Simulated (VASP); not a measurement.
Here is a VASP 6.6.1 calculation.

INCAR

```
ALGO = Normal ; EDIFF = 1E-6
ENCUT = 520 ; GGA = PS
ISIF = 2 ; ISMEAR = 0
LASPH = True ; LCHARG = False
LREAL = False ; LWAVE = False
NBANDS = 10 ; NELM = 80
PREC = Accurate ; SIGMA = 0.1
```

The input KPOINTS:

```
k-points
0
Gamma
  14 14 14
```

The input POSCAR:

```
Na
1.0
   -2.1052233673      2.1052233673      2.1052233673
    2.1052233673     -2.1052233673      2.1052233673
    2.1052233673      2.1052233673     -2.1052233673
Na
1
Direct
    0.0000000000      0.0000000000      0.0000000000
```

Potentials or basis: VASP PAW PBE potentials, release 64 (Na_pv).

Launch:

```sh
$ cat potpaw_PBE.64/Na_pv/POTCAR > POTCAR
$ mpirun -np 1 vasp_std > vasp.out
```

**Question.** Estimate the pressure.

**Answer.** -0.2 GPa.

Caveat: the PAW data sets were made with another functional, which shifts forces and pressure a little.
